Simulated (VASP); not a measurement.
# TiB2 (P6/mmm) in VASP: notebook

The runs below take TiB2 through single point, with LDA.

All numbers are computed with VASP 6.6.1; they aren't measurements. Logs are shortened: lines on timing, memory, paths and dates and some standing lists are left out, and cuts for length are marked.

### 1 The cell of the first run

It takes space group P6/mmm (No. 191, hexagonal). Conventional cell: a = 2.893 Å, b = 2.893 Å, c = 3.015 Å, α = 90.00°, β = 90.00°, γ = 120.00°. Ti (site symmetry 6/mmm) has 12 B at 2.25 Å and 6 Ti at 2.89 Å within 3.0 Å. B (site symmetry -6m2) has 3 B at 1.67 Å within 2.2 Å.

### 2 Single point, LDA

The input, INCAR:

```
SYSTEM = TiB2
PREC = Accurate
ENCUT = 520
EDIFF = 1E-6
ISMEAR = -1
SIGMA = 0.1
LREAL = .False.
LASPH = .True.
NELM = 80
ALGO = Normal
ISIF = 2
LWAVE = .False.
LCHARG = .False.
NBANDS = 16
```

The input, KPOINTS:

```
Automatic mesh
0
Gamma
  10 10 9
  0 0 0
```

The input, POSCAR:

```
TiB2
1.0
    2.8932454039      0.0000000000      0.0000000000
   -1.4466227019      2.5056240191      0.0000000000
    0.0000000000      0.0000000000      3.0150585803
Ti B
1 2
Direct
    0.0000000000      0.0000000000      0.0000000000
    0.3333333333      0.6666666667      0.5000000000
    0.6666666667      0.3333333333      0.5000000000
```

Potentials or basis: VASP PAW LDA potentials, release 64 (Ti_sv, B).

Launch:

```sh
> cat potpaw_LDA.64/Ti_sv/POTCAR potpaw_LDA.64/B/POTCAR > POTCAR
> mpirun -np 1 vasp_std > vasp.out
```

OUTCAR:

```text
SYSTEM = TiB2
   PREC = Accurate
   ENCUT = 520
   EDIFF = 1E-6
   ISMEAR = -1
   LREAL = .False.
   LASPH = .True.
   NELM = 80
   ISIF = 2

 ion  position               nearest neighbor table
   1  0.000  0.000  0.000-   2 2.25   3 2.25   2 2.25   3 2.25   2 2.25   2 2.25   3 2.25   3 2.25
                             3 2.25   3 2.25   2 2.25   2 2.25
   2  0.333  0.667  0.500-   3 1.67   3 1.67   3 1.67   1 2.25   1 2.25   1 2.25   1 2.25   1 2.25
                             1 2.25
   3  0.667  0.333  0.500-   2 1.67   2 1.67   2 1.67   1 2.25   1 2.25   1 2.25   1 2.25   1 2.25
                             1 2.25

  LATTYP: Found a hexagonal cell.
 ALAT       =     2.8932454039
 C/A-ratio  =     1.0421026078

  Lattice vectors:

 A1 = (   2.8932454039,   0.0000000000,   0.0000000000)
 A2 = (  -1.4466227019,   2.5056240191,   0.0000000000)
 A3 = (   0.0000000000,   0.0000000000,   3.0150585803)

Analysis of symmetry for initial positions (statically):
=====================================================================
 Subroutine PRICEL returns:
 Original cell was already a primitive cell.

 Routine SETGRP: Setting up the symmetry group for a
 hexagonal supercell.

 Subroutine GETGRP returns: Found 24 space group operations
 (whereof 24 operations were pure point group operations)
 out of a pool of 24 trial point group operations.

The static configuration has the point symmetry D_6h.

Analysis of symmetry for dynamics (positions and initial velocities):
=====================================================================
 Subroutine PRICEL returns:
 Original cell was already a primitive cell.

 Routine SETGRP: Setting up the symmetry group for a
 hexagonal supercell.

 Subroutine GETGRP returns: Found 24 space group operations
 (whereof 24 operations were pure point group operations)
 out of a pool of 24 trial point group operations.

The dynamic configuration has the point symmetry D_6h.

 Subroutine INISYM returns: Found 24 space group operations
 (whereof 24 operations are pure point group operations),
 and found     1 'primitive' translations

----------------------------------------------------------------------------------------

                                     Primitive cell

  volume of cell :      21.8573

  direct lattice vectors                    reciprocal lattice vectors
     2.893245404  0.000000000  0.000000000     0.345632624  0.199551088  0.000000000
    -1.446622702  2.505624019  0.000000000     0.000000000  0.399102177  0.000000000
     0.000000000  0.000000000  3.015058580     0.000000000  0.000000000  0.331668514

  length of vectors
     2.893245404  2.893245404  3.015058580     0.399102177  0.399102177  0.331668514

  position of ions in fractional coordinates (direct lattice)
     0.000000000  0.000000000  0.000000000
     0.333333333  0.666666667  0.500000000
     0.666666667  0.333333333  0.500000000

  ion indices of the primitive-cell ions
   primitive index   ion index
                 1           1
                 2           2
                 3           3

----------------------------------------------------------------------------------------

 KPOINTS: Automatic mesh

Automatic generation of k-mesh.
 Grid dimensions read from file:
 generate k-points for:   10   10    9

 Generating k-lattice:

  Cartesian coordinates                     Fractional coordinates (reciprocal lattice)
     0.034563262  0.019955109  0.000000000     0.100000000  0.000000000  0.000000000
     0.000000000  0.039910218  0.000000000     0.000000000  0.100000000  0.000000000
     0.000000000  0.000000000  0.036852057     0.000000000  0.000000000  0.111111111

  Length of vectors
     0.039910218  0.039910218  0.036852057

  Shift w.r.t. Gamma in fractional coordinates (k-lattice)
     0.000000000  0.000000000  0.000000000

 Subroutine IBZKPT returns following result:
 ===========================================

 Found     70 irreducible k-points:

 Following reciprocal coordinates:
            Coordinates               Weight
  0.000000  0.000000  0.000000      1.000000
  0.100000 -0.000000  0.000000      6.000000
  0.200000 -0.000000  0.000000      6.000000
  0.300000  0.000000  0.000000      6.000000
  0.400000  0.000000  0.000000      6.000000
  0.500000 -0.000000  0.000000      3.000000
[... 16 lines left out ...]
  0.300000  0.100000  0.111111     24.000000
  0.400000  0.100000  0.111111     24.000000
 [... further k-points ...]
   k-points           NKPTS =     70   k-points in BZ     NKDIM =     70   number of bands    NBANDS=     16
   number of dos      NEDOS =    301   number of ions     NIONS =      3
   total plane-waves  NPLWV =  13824
   dimension x,y,z NGX =    24 NGY =   24 NGZ =   24
   dimension x,y,z NGXF=    48 NGYF=   48 NGZF=   48
   ions per type =               1   2
   NGX,Y,Z   is equivalent  to a cutoff of  13.79, 13.79, 13.23 a.u.
   NGXF,Y,Z  is equivalent  to a cutoff of  27.58, 27.58, 26.47 a.u.
 SYSTEM =  TiB2
   PREC   = accura    normal or accurate (medium, high low for compatibility)
   ISTART =      0    job   : 0-new  1-cont  2-samecut
   ICHARG =      2    charge: 1-file 2-atom 10-const
   ISPIN  =      1    spin polarized calculation?
   LNONCOLLINEAR =      F non collinear calculations
   LSORBIT =      F    spin-orbit coupling
   LASPH  =      T    aspherical Exc in radial PAW
   ENCUT  =  520.0 eV  38.22 Ry    6.18 a.u.   5.38  5.38  5.61*2*pi/ulx,y,z
   NELM   =     80;   NELMIN=  2; NELMDL= -5     # of ELM steps
   EDIFF  = 0.1E-05   stopping-criterion for ELM
   LREAL  =      F    real-space projection
   EDIFFG = 0.1E-04   stopping-criterion for IOM
   NSW    =      0    number of steps for IOM
   IBRION =     -1    ionic relax: 0-MD 1-quasi-New 2-CG
   NFREE  =      0    steps in history (QN), initial steepest desc. (CG)
   ISIF   =      2    stress and relaxation
   ISYM   =      2    0-nonsym 1-usesym 2-fastsym
   POTIM  = 0.5000    time-step for ionic-motion
   TEBEG  =    0.0;   TEEND  =   0.0 temperature during run
   PSTRESS=    0.0 pullay stress
   NELECT =      18.0000    total number of electrons
   NUPDOWN=      -1.0000    fix difference up-down
   EMIN   =  10.00;   EMAX   =-10.00  energy-range for DOS
   EFERMI =   0.00;   METHOD = LEGACY
   ISMEAR =    -1;   SIGMA  =   0.10  broadening in eV -4-tet -1-fermi 0-gaus
   EFERMI_NEDOS =   21; number of points for ismear=-14 and -15
   IALGO  =     38    algorithm
   IMIX   =      4    mixing-type and parameters
     AMIX     =   0.40;   BMIX     =  1.00
     AMIX_MAG =   1.60;   BMIX_MAG =  1.00
  volume/ion in A,a.u.               =       7.29        49.17
  Fermi-wavevector in a.u.,A,eV,Ry     =   1.534499  2.899783 32.037476  2.354688
  Thomas-Fermi vector in A             =   2.641419
   LORBIT       =      0    0 simple, 1 ext, 2 COOP (PROOUT), +10 PAW based schemes
   GGA     = CA    functional components
   LHFCALC =     F    Hartree Fock is set to
   AEXX    =    0.0000 exact exchange contribution
   IVDW    =     0    specifies the selected vdW correction
   LEPSILON=     F    determine dielectric tensor
   LRPA    =     F    only Hartree local field effects (RPA)
 non-spin polarized calculation
  energy-cutoff  :      520.00
  volume of cell :       21.86
 maximum number of plane-waves:       606
 NGX is ok and might be reduce to    24
   NGX = 11   NGY = 11   NGZ = 11

 number of electron      17.9999997 magnetization

 Free energy of the ion-electron system (eV)
  ---------------------------------------------------
  ext. energy  EPLUGINS =         0.00000000
  ---------------------------------------------------
  free energy    TOTEN  =       -26.60713353 eV

  energy without entropy =      -26.59335414  energy(sigma->0) =      -26.60024383

 E-fermi :  11.7044     XC(G=0): -13.7439

 val. band max:       11.6719272381   @ k =   0.3000   0.2000   0.0000
 cond. band min:      11.7126478556   @ k =   0.1000  -0.0000   0.4444
 fundamental gap:      0.0407206175
 Fermi energy:        11.7044490580

 k-point     1 :       0.0000    0.0000    0.0000
  band No.  band energies     occupation
      1     -44.0369      2.00000
      2     -20.7868      2.00000
      3     -20.3803      2.00000
      4     -20.3803      2.00000
      5      -2.2919      2.00000
      6       8.6750      2.00000
[... 8 lines left out ...]
     15      18.1852      0.00000
     16      19.9268      0.00000

 k-point     2 :       0.1000   -0.0000    0.0000
  band No.  band energies     occupation
      1     -44.0268      2.00000
      2     -20.7750      2.00000
      3     -20.4499      2.00000
      4     -20.3957      2.00000
      5      -2.0767      2.00000
      6       8.1561      2.00000
[... 8 lines left out ...]
     15      19.5031      0.00000
     16      20.5583      0.00000

 k-point     3 :       0.2000   -0.0000    0.0000
  band No.  band energies     occupation
      1     -44.0003      2.00000
      2     -20.7440      2.00000
      3     -20.6288      2.00000
      4     -20.4359      2.00000
      5      -1.4585      2.00000
      6       6.8928      2.00000
[... 8 lines left out ...]
     15      20.6727      0.00000
     16      21.8618      0.00000

 k-point     4 :       0.3000    0.0000    0.0000
  band No.  band energies     occupation
      1     -43.9673      2.00000
      2     -20.8441      2.00000
      3     -20.7055      2.00000
      4     -20.4850      2.00000
      5      -0.5053      2.00000
      6       5.3434      2.00000
[... 8 lines left out ...]
     15      20.9623      0.00000
     16      22.6810      0.00000
[... 324 lines left out ...]
 k-point    22 :       0.2000    0.1000    0.1111
  band No.  band energies     occupation
      1     -43.9743      2.00000
      2     -20.7709      2.00000
      3     -20.7429      2.00000
      4     -20.4805      2.00000
      5      -0.7100      2.00000
      6       6.1332      2.00000
[... 8 lines left out ...]
     15      21.4379      0.00000
     16      22.6510      0.00000

 k-point    23 :       0.3000    0.1000    0.1111
  band No.  band energies     occupation
      1     -43.9445      2.00000
      2     -20.9253      2.00000
      3     -20.7300      2.00000
      4     -20.5373      2.00000
      5       0.3367      2.00000
      6       4.5961      2.00000
[... 8 lines left out ...]
     15      21.9010      0.00000
     16      23.1028      0.00000

 k-point    24 :       0.4000    0.1000    0.1111
  band No.  band energies     occupation
      1     -43.9259      2.00000
      2     -21.0332      2.00000
      3     -20.7075      2.00000
      4     -20.5722      2.00000
      5       1.5945      2.00000
      6       3.0716      2.00000
[... 8 lines left out ...]
     15      22.2890      0.00000
     16      22.7516      0.00000

 [... further k-points ...]
[... 5 lines left out ...]
  --------------------------------------------------------------------------------------
  -------------------------------------------------------------------------------------
  Total        5.5594139      5.5594139      5.5500111      0.0000000      0.0000000     -0.0000000
  in kB      407.5141204    407.5141204    406.8248813      0.0000000      0.0000000     -0.0000000
  external PRESSURE =     407.2843740 kB  Pullay stress =       0.0000000 kB

 VOLUME and BASIS-vectors are now :
 -----------------------------------------------------------------------------
  energy-cutoff  :      520.00
  volume of cell :       21.86
      direct lattice vectors                 reciprocal lattice vectors
     2.893245404  0.000000000  0.000000000     0.345632624  0.199551088  0.000000000
    -1.446622702  2.505624019  0.000000000     0.000000000  0.399102177  0.000000000
     0.000000000  0.000000000  3.015058580     0.000000000  0.000000000  0.331668514

 POSITION                                       TOTAL-FORCE (eV/Angst)
 -----------------------------------------------------------------------------------
      0.00000      0.00000      0.00000        -0.000000      0.000000     -0.000000
     -0.00000      1.67042      1.50753         0.000000     -0.000000      0.000000
      1.44662      0.83521      1.50753        -0.000000      0.000000     -0.000000
 -----------------------------------------------------------------------------------
    total drift:                               -0.000000      0.000000      0.000000

  FREE ENERGIE OF THE ION-ELECTRON SYSTEM (eV)
  ---------------------------------------------------
  free  energy   TOTEN  =       -26.6071335308 eV

  energy  without entropy=      -26.5933541389  energy(sigma->0) =      -26.60024383
```

Wall time 12 s (1 thread of Intel Xeon Platinum 8488C (Sapphire Rapids), shared host); peak memory 0.14 GiB.

Results:

| Property | Result |
| --- | --- |
| Free energy | -26.6071 eV |
| Pressure | 40.7 GPa |
| Band gap on the k mesh | zero (band 9 reaches 12.20 eV, above the bottom of band 10 at 11.48 eV) |

### 3 Single point, LDA

This run uses another cell than the first one, of 7.47 Å³/atom, 1.025 times its volume.

The input, INCAR:

```
SYSTEM = TiB2
  PREC = Accurate
  ENCUT = 520
  EDIFF = 1E-7
  ISMEAR = -1
  SIGMA = 0.1
  LREAL = .FALSE.
  LASPH = .TRUE.
  NELM = 80
  ALGO = Normal
  ISIF = 2
  LWAVE = .FALSE.
  LCHARG = .FALSE.
  NBANDS = 16
```

The input, KPOINTS:

```
regular mesh
0
G
  10 10 9
  0 0 0
```

The input, POSCAR:

```
TiB2
1.0
    2.9145147211      0.0000000000      0.0000000000
   -1.4572573605      2.5240437882      0.0000000000
    0.0000000000      0.0000000000      3.0453860161
Ti B
1 2
Direct
    0.0000000000      0.0000000000      0.0000000000
    0.3333333333      0.6666666667      0.5000000000
    0.6666666667      0.3333333333      0.5000000000
```

Potentials or basis: VASP PAW LDA potentials, release 64 (Ti_sv, B).

Launch:

```sh
> cat potpaw_LDA.64/Ti_sv/POTCAR potpaw_LDA.64/B/POTCAR > POTCAR
> mpirun -np 1 vasp_std > vasp.out
```

It took 13 s on 1 thread of Intel Xeon Platinum 8488C (Sapphire Rapids), shared host; peak memory 0.14 GiB.

Results (log left out):

- Free energy: -26.7289 eV
- Pressure: 30.7 GPa
- Band gap on the k mesh: zero (band 9 reaches 11.86 eV, above the bottom of band 10 at 11.20 eV)

Levels at points of the mesh, in eV from the Fermi level:
```csv
k point,band 6,band 7,band 8,band 9,band 10,band 11,band 12,band 13
"(0.00, 0.00, 0.00)",-2.95,-2.95,-2.33,-1.94,2.39,2.39,4.54,4.54
"(0.50, 0.00, 0.00)",-9.14,-3.39,-3.37,-2.56,1.74,3.31,3.93,4.01
```
